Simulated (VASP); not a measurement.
Runs of VASP 6.6.1 on Hf. The structure is that of space group P6_3/mmc (No. 194), or close to it. The cells are those of the table. 

```tsv
cell	gap on the mesh (eV)	pressure (GPa)
a = 3.197, b = 3.197, c = 5.058 Å, angles 90.0, 90.0, 120.0°, 2 atoms	none	-7.8
a = 2.873, b = 2.873, c = 4.652 Å, angles 90.0, 90.0, 120.0°, 2 atoms	none	38.3
a = 2.922, b = 2.922, c = 4.707 Å, angles 90.0, 90.0, 120.0°, 2 atoms	none	(a)
a = 3.125, b = 3.125, c = 4.959 Å, angles 90.0, 90.0, 120.0°, 2 atoms	none	-0.9
a = 3.041, b = 3.041, c = 4.860 Å, angles 90.0, 90.0, 120.0°, 2 atoms	none	(b)
a = 2.975, b = 2.975, c = 4.781 Å, angles 90.0, 90.0, 120.0°, 2 atoms	none	18.7
```

Alike in all rows: task single point; level PBEsol+D3(BJ); potentials or basis VASP PAW PBE potentials, release 64 (Hf_pv); no spin polarisation; k mesh 13 × 13 × 7; cutoff (eV) 520; smearing methfessel-paxton 0.1 eV.

Task: Estimate the missing entries.

Result: (a) 28.6; (b) 8.9.

Caveats: three body term missing; the PAW data sets were made with another functional, which shifts forces and pressure a little; spin-orbit coupling is left out, which moves the levels of the heavy elements; pairwise dispersion overbinds metals, which lowers pressure and volume.

A k mesh can miss the band edges, and the runs leave out spin-orbit coupling on Hf.

A gap of «none» marks levels without a gap at the run's occupations.
